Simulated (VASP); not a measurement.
# PtSe2 (P1) in VASP: single point with PBE

Aim: the single point of PtSe2 with PBE.

Program: VASP 6.6.1. These are calculated values, not measurements. Logs are shortened: lines on timing, memory, paths and dates and some standing lists are left out, and cuts for length are marked.

## (1) The cell of the first run

The typed cell holds 12 atoms: a = 7.457 Å, b = 7.457 Å, c = 5.277 Å, α = 90.00°, β = 90.00°, γ = 120.00°.

## (2) Single point, PBE

Contents of INCAR:

```
SYSTEM = PtSe2
PREC = Accurate
ENCUT = 520
EDIFF = 1E-6
ISMEAR = -1
SIGMA = 0.112
LREAL = .FALSE.
LASPH = .TRUE.
NELM = 80
ALGO = Normal
ISIF = 2
LWAVE = .FALSE.
LCHARG = .FALSE.
GGA = PE
NBANDS = 56
```

Contents of KPOINTS:

```
regular mesh
0
G
  3 3 4
  0 0 0
```

Contents of POSCAR:

```
PtSe2
1.0
    7.4573199301      0.0000000000      0.0000000000
   -3.7286599650      6.4582285036      0.0000000000
    0.0000000000      0.0000000000      5.2770333951
Pt Se
4 8
Direct
   -0.0016371438     -0.0012175165     -0.0033930049
    0.0015069958      0.5054805661     -0.0029740195
    0.5061038759      0.0022100488      0.0023270651
    0.4998824309      0.4956617745      0.0024286373
    0.1592433126      0.3353133137      0.2369511251
    0.3270150149      0.1663883524      0.7573599977
    0.1629138130      0.8337063325      0.2409454147
    0.3208524108      0.6660393013      0.7618117414
    0.6729647828      0.3383708085      0.2562144104
    0.8301557783      0.1544367777      0.7528883565
    0.6765152956      0.8379983763      0.2316399970
    0.8358730221      0.6624729982      0.7661694928
```

Potentials or basis: VASP PAW PBE potentials, release 64 (Pt, Se).

On the command line:

```bash
cat potpaw_PBE.64/Pt/POTCAR potpaw_PBE.64/Se/POTCAR > POTCAR
mpirun -np 1 vasp_std > vasp.out
```

OUTCAR:

```text
SYSTEM = PtSe2
   PREC = Accurate
   ENCUT = 520
   EDIFF = 1E-6
   ISMEAR = -1
   LREAL = .FALSE.
   LASPH = .TRUE.
   NELM = 80
   ISIF = 2
   GGA = PE

 ion  position               nearest neighbor table
   1  0.998  0.999  0.997-  11 2.42  10 2.46   6 2.47   7 2.49  12 2.49   5 2.52
   2  0.002  0.505  0.997-   8 2.41  12 2.41   5 2.47   7 2.48   9 2.52  10 2.61
   3  0.506  0.002  0.002-  10 2.47  11 2.48   8 2.52   7 2.55   9 2.55   6 2.57
   4  0.500  0.496  0.002-   6 2.49  12 2.50   9 2.52  11 2.52   5 2.53   8 2.59
   5  0.159  0.335  0.237-   2 2.47   1 2.52   4 2.53
   6  0.327  0.166  0.757-   1 2.47   4 2.49   3 2.57
   7  0.163  0.834  0.241-   2 2.48   1 2.49   3 2.55
   8  0.321  0.666  0.762-   2 2.41   3 2.52   4 2.59
   9  0.673  0.338  0.256-   4 2.52   2 2.52   3 2.55
  10  0.830  0.154  0.753-   1 2.46   3 2.47   2 2.61
  11  0.677  0.838  0.232-   1 2.42   3 2.48   4 2.52
  12  0.836  0.662  0.766-   2 2.41   1 2.49   4 2.50

  LATTYP: Found a hexagonal cell.
 ALAT       =     7.4573199301
 C/A-ratio  =     0.7076313534

  Lattice vectors:

 A1 = (   7.4573199301,   0.0000000000,   0.0000000000)
 A2 = (  -3.7286599650,   6.4582285036,   0.0000000000)
 A3 = (   0.0000000000,   0.0000000000,   5.2770333951)

Analysis of symmetry for initial positions (statically):
=====================================================================
 Subroutine PRICEL returns:
 Original cell was already a primitive cell.

 Routine SETGRP: Setting up the symmetry group for a
 hexagonal supercell.

 Subroutine GETGRP returns: Found  1 space group operations
 (whereof  1 operations were pure point group operations)
 out of a pool of 24 trial point group operations.

The static configuration has the point symmetry C_1 .

Analysis of symmetry for dynamics (positions and initial velocities):
=====================================================================
 Subroutine PRICEL returns:
 Original cell was already a primitive cell.

 Routine SETGRP: Setting up the symmetry group for a
 hexagonal supercell.

 Subroutine GETGRP returns: Found  1 space group operations
 (whereof  1 operations were pure point group operations)
 out of a pool of 24 trial point group operations.

The dynamic configuration has the point symmetry C_1 .

 Subroutine INISYM returns: Found  1 space group operations
 (whereof  1 operations are pure point group operations),
 and found     1 'primitive' translations

----------------------------------------------------------------------------------------

                                     Primitive cell

  volume of cell :     254.1476

  direct lattice vectors                    reciprocal lattice vectors
     7.457319930  0.000000000  0.000000000     0.134096433  0.077420612  0.000000000
    -3.728659965  6.458228504  0.000000000     0.000000000  0.154841223  0.000000000
     0.000000000  0.000000000  5.277033395     0.000000000  0.000000000  0.189500412

  length of vectors
     7.457319930  7.457319930  5.277033395     0.154841223  0.154841223  0.189500412

  position of ions in fractional coordinates (direct lattice)
     0.998362856  0.998782484  0.996606995
     0.001506996  0.505480566  0.997025980
     0.506103876  0.002210049  0.002327065
     0.499882431  0.495661775  0.002428637
     0.159243313  0.335313314  0.236951125
     0.327015015  0.166388352  0.757359998
     0.162913813  0.833706333  0.240945415
     0.320852411  0.666039301  0.761811741
     0.672964783  0.338370809  0.256214410
     0.830155778  0.154436778  0.752888357
     0.676515296  0.837998376  0.231639997
     0.835873022  0.662472998  0.766169493

  ion indices of the primitive-cell ions
   primitive index   ion index
                 1           1
                 2           2
                 3           3
                 4           4
                 5           5
                 6           6
                 7           7
                 8           8
                 9           9
                10          10
                11          11
                12          12

----------------------------------------------------------------------------------------

 KPOINTS: regular mesh

Automatic generation of k-mesh.
 Grid dimensions read from file:
 generate k-points for:    3    3    4

 Generating k-lattice:

  Cartesian coordinates                     Fractional coordinates (reciprocal lattice)
     0.044698811  0.025806871  0.000000000     0.333333333  0.000000000  0.000000000
     0.000000000  0.051613741  0.000000000     0.000000000  0.333333333  0.000000000
     0.000000000  0.000000000  0.047375103     0.000000000  0.000000000  0.250000000

  Length of vectors
     0.051613741  0.051613741  0.047375103

  Shift w.r.t. Gamma in fractional coordinates (k-lattice)
     0.000000000  0.000000000  0.000000000

 Subroutine IBZKPT returns following result:
 ===========================================

 Found     19 irreducible k-points:

 Following reciprocal coordinates:
            Coordinates               Weight
  0.000000  0.000000  0.000000      1.000000
  0.333333  0.000000  0.000000      2.000000
  0.000000  0.333333  0.000000      2.000000
 -0.333333  0.333333  0.000000      2.000000
  0.333333  0.333333  0.000000      2.000000
  0.000000  0.000000  0.250000      2.000000
[... 11 lines left out ...]
 -0.333333  0.333333  0.500000      2.000000
  0.333333  0.333333  0.500000      2.000000
   k-points           NKPTS =     19   k-points in BZ     NKDIM =     19   number of bands    NBANDS=     56
   number of dos      NEDOS =    301   number of ions     NIONS =     12
   total plane-waves  NPLWV = 125440
   dimension x,y,z NGX =    56 NGY =   56 NGZ =   40
   dimension x,y,z NGXF=   112 NGYF=  112 NGZF=   80
   ions per type =               4   8
   NGX,Y,Z   is equivalent  to a cutoff of  12.48, 12.48, 12.60 a.u.
   NGXF,Y,Z  is equivalent  to a cutoff of  24.97, 24.97, 25.20 a.u.
 SYSTEM =  PtSe2
   PREC   = accura    normal or accurate (medium, high low for compatibility)
   ISTART =      0    job   : 0-new  1-cont  2-samecut
   ICHARG =      2    charge: 1-file 2-atom 10-const
   ISPIN  =      1    spin polarized calculation?
   LNONCOLLINEAR =      F non collinear calculations
   LSORBIT =      F    spin-orbit coupling
   LASPH  =      T    aspherical Exc in radial PAW
   ENCUT  =  520.0 eV  38.22 Ry    6.18 a.u.  13.87 13.87  9.81*2*pi/ulx,y,z
   NELM   =     80;   NELMIN=  2; NELMDL= -5     # of ELM steps
   EDIFF  = 0.1E-05   stopping-criterion for ELM
   LREAL  =      F    real-space projection
   EDIFFG = 0.1E-04   stopping-criterion for IOM
   NSW    =      0    number of steps for IOM
   IBRION =     -1    ionic relax: 0-MD 1-quasi-New 2-CG
   NFREE  =      0    steps in history (QN), initial steepest desc. (CG)
   ISIF   =      2    stress and relaxation
   ISYM   =      2    0-nonsym 1-usesym 2-fastsym
   POTIM  = 0.5000    time-step for ionic-motion
   TEBEG  =    0.0;   TEEND  =   0.0 temperature during run
   PSTRESS=    0.0 pullay stress
   NELECT =      88.0000    total number of electrons
   NUPDOWN=      -1.0000    fix difference up-down
   EMIN   =  10.00;   EMAX   =-10.00  energy-range for DOS
   EFERMI =   0.00;   METHOD = LEGACY
   ISMEAR =    -1;   SIGMA  =   0.11  broadening in eV -4-tet -1-fermi 0-gaus
   EFERMI_NEDOS =   21; number of points for ismear=-14 and -15
   IALGO  =     38    algorithm
   IMIX   =      4    mixing-type and parameters
     AMIX     =   0.40;   BMIX     =  1.00
     AMIX_MAG =   1.60;   BMIX_MAG =  1.00
  volume/ion in A,a.u.               =      21.18       142.92
  Fermi-wavevector in a.u.,A,eV,Ry     =   1.149583  2.172397 17.980662  1.321541
  Thomas-Fermi vector in A             =   2.286252
   LORBIT       =      0    0 simple, 1 ext, 2 COOP (PROOUT), +10 PAW based schemes
   GGA     = PE    functional components
   LHFCALC =     F    Hartree Fock is set to
   AEXX    =    0.0000 exact exchange contribution
   IVDW    =     0    specifies the selected vdW correction
   LEPSILON=     F    determine dielectric tensor
   LRPA    =     F    only Hartree local field effects (RPA)
 non-spin polarized calculation
  energy-cutoff  :      520.00
  volume of cell :      254.15
 maximum number of plane-waves:      6858
   NGX = 27   NGY = 27   NGZ = 19

 number of electron      88.0000002 magnetization

 Free energy of the ion-electron system (eV)
  ---------------------------------------------------
  ext. energy  EPLUGINS =         0.00000000
  ---------------------------------------------------
  free energy    TOTEN  =       -56.67007735 eV

  energy without entropy =      -56.58272265  energy(sigma->0) =      -56.62640000

 E-fermi :   5.9591     XC(G=0): -10.3603

 val. band max:        5.8338773027   @ k =   0.0000   0.3333   0.2500
 cond. band min:       6.0863614961   @ k =   0.3333   0.3333   0.0000
 fundamental gap:      0.2524841934
 Fermi energy:         5.9591253304

 k-point     1 :       0.0000    0.0000    0.0000
  band No.  band energies     occupation
      1      -9.5261      2.00000
      2      -7.8690      2.00000
      3      -7.8208      2.00000
      4      -7.7145      2.00000
      5      -7.6690      2.00000
      6      -7.6390      2.00000
[... 48 lines left out ...]
     55      10.4341      0.00000
     56      10.5824      0.00000

 k-point     2 :       0.3333    0.0000    0.0000
  band No.  band energies     occupation
      1      -9.2346      2.00000
      2      -8.4520      2.00000
      3      -7.9970      2.00000
      4      -7.8846      2.00000
      5      -7.5253      2.00000
      6      -7.4574      2.00000
[... 48 lines left out ...]
     55      10.6583      0.00000
     56      11.0641      0.00000
[... 942 lines left out ...]
     55      11.0533      0.00000
     56      11.1609      0.00000

 k-point    19 :       0.3333    0.3333    0.5000
  band No.  band energies     occupation
      1      -8.4921      2.00000
      2      -8.3620      2.00000
      3      -8.1812      2.00000
      4      -7.7301      2.00000
      5      -7.6969      2.00000
      6      -7.6568      2.00000
[... 48 lines left out ...]
     55      11.3822      0.00000
     56      12.1876      0.00000

------------------------ aborting loop because EDIFF is reached ----------------------------------------

  FORCE on cell =-STRESS in cart. coord.  units (eV):
  Direction    XX          YY          ZZ          XY          YZ          ZX
  --------------------------------------------------------------------------------------
  -------------------------------------------------------------------------------------
  Total       11.7890766      9.1473196      7.6975274      0.3740201     -2.2882363     -0.7724389
  in kB       74.3197680     57.6658121     48.5261460      2.3578681    -14.4253191     -4.8695485
  external PRESSURE =      60.1705754 kB  Pullay stress =       0.0000000 kB

 VOLUME and BASIS-vectors are now :
 -----------------------------------------------------------------------------
  energy-cutoff  :      520.00
  volume of cell :      254.15
      direct lattice vectors                 reciprocal lattice vectors
     7.457319930  0.000000000  0.000000000     0.134096433  0.077420612  0.000000000
    -3.728659965  6.458228504  0.000000000     0.000000000  0.154841223  0.000000000
     0.000000000  0.000000000  5.277033395     0.000000000  0.000000000  0.189500412

 POSITION                                       TOTAL-FORCE (eV/Angst)
 -----------------------------------------------------------------------------------
      3.72099      6.45037      5.25913         0.466179      0.199923      0.024642
     -1.87353      3.26451      5.26134        -0.160996     -1.143638      0.515500
      3.76594      0.01427      0.01228        -0.853114     -0.061105      0.022548
      1.87963      3.20110      0.01282        -0.495988      0.493438     -0.036531
     -0.06274      2.16553      1.25040         0.484841     -0.079305      0.647755
      1.81825      1.07457      3.99661         0.656876     -0.035633     -0.372448
     -1.89371      5.38427      1.27148         0.402335      0.309934      0.639614
     -0.09074      4.30143      4.02011         1.190525      0.274353     -0.755902
      3.75684      2.18528      1.35205        -0.070654     -0.311018     -0.119489
      5.61490      0.99739      3.97302        -0.335899      0.820525     -0.516548
      1.92038      5.41198      1.22237        -0.600595     -0.609283      1.035936
      3.76324      4.27840      4.04310        -0.683511      0.141809     -1.085077
 -----------------------------------------------------------------------------------
    total drift:                               -0.000001      0.000067      0.000052

  FREE ENERGIE OF THE ION-ELECTRON SYSTEM (eV)
  ---------------------------------------------------
  free  energy   TOTEN  =       -56.6700773496 eV

  energy  without entropy=      -56.5827226486  energy(sigma->0) =      -56.62640000
```

Wall time 6.4 min (1 thread of Oxide Virtual Turin-like, shared host); peak memory 0.43 GiB.

Results:

- Free energy: -56.6701 eV
- Pressure: 6.0 GPa
- Largest force: 1.437 eV/Å
- Band gap on the k mesh: zero (bands 44 and 45 overlap by 0.05 eV)

Forces in eV/Å, atoms in the order of the input:
```
Pt   0.466  0.200  0.025
Pt  -0.161 -1.144  0.515
Pt  -0.853 -0.061  0.023
Pt  -0.496  0.493 -0.037
Se   0.485 -0.079  0.648
Se   0.657 -0.036 -0.372
Se   0.402  0.310  0.640
Se   1.191  0.274 -0.756
Se  -0.071 -0.311 -0.119
Se  -0.336  0.821 -0.517
Se  -0.601 -0.609  1.036
Se  -0.684  0.142 -1.085
```

Stress tensor (GPa, compression positive):
```
 7.43  0.24 -0.49
 0.24  5.77 -1.44
-0.49 -1.44  4.85
```

Caveat: the cell stands under pressure; the atoms stand as in a frame of molecular dynamics; spin-orbit coupling is left out, which moves the levels of the heavy elements; forces of over 1 eV/Å act on the atoms, so gaps and moduli don't describe the material at rest.

The gap in the log of VASP goes by the Fermi energy; the results here count the filled bands.